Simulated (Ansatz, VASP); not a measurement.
Ga2PN: VASP beside Ansatz

The input INCAR:

```
SYSTEM = Ga2PN
PREC = Accurate ; ENCUT = 520
EDIFF = 1E-7 ; ISMEAR = 1
SIGMA = 0.2 ; LREAL = .FALSE.
LASPH = .TRUE. ; NELM = 80
ALGO = Normal ; ISIF = 2
LWAVE = .FALSE. ; LCHARG = .FALSE.
GGA = PE ; NBANDS = 26
```

File KPOINTS:

```
Automatic mesh
0
G
  6 6 4
  0 0 0
```

Contents of POSCAR:

```
Ga2PN
1.0
    3.3520943031      0.0000000000      0.0000000000
    0.0000000000      3.3520943031      0.0000000000
    0.0000000000      0.0000000000      4.7326784216
N Ga P
1 2 1
Direct
    0.0000000000      0.0000000000      0.0000000000
    0.0000000000      0.0000000000      0.5000000000
    0.5000000000      0.5000000000      0.0000000000
    0.5000000000      0.5000000000      0.5000000000
```

Input for Ansatz:

```yaml
crystal:
  lattice:
    - [3.3520943031, 0.0, 0.0]
    - [0.0, 3.3520943031, 0.0]
    - [0.0, 0.0, 4.7326784216]
  atoms:
    - { symbol: "N", position: [0.0, 0.0, 0.0] }
    - { symbol: Ga, position: [0.0, 0.0, 0.5] }
    - { symbol: P, position: [0.5, 0.5, 0.5] }
    - { symbol: Ga, position: [0.5, 0.5, 0.0] }
kpoints:
  mp_grid: { grid: [6, 6, 4] }
hamiltonian:
  xc: pbe
scf:
  occupations: { method: cold, width: 0.2 }
  n_extra_bands: 5
output:
  forces: true
  stress: true
  eigenvalues: true
```

Alike in both runs: task single point; functional PBE; k mesh 6 × 6 × 4; no spin polarisation.

```csv
,VASP,Ansatz
version,VASP 6.6.1,Ansatz 0.2.0
potentials or method,"VASP PAW PBE potentials, release 64 (N, Ga_d, P)",plane waves
plane-wave cutoff (eV),520,420
occupations,"methfessel-paxton of order 1, width 0.2 eV","cold, width 0.2 eV"
valence electrons in the cell,36,36
```

|  | VASP | Ansatz | Ansatz less VASP |
| --- | --- | --- | --- |
| pressure (GPa) | 4.5 | 4.4 | -0.14 |
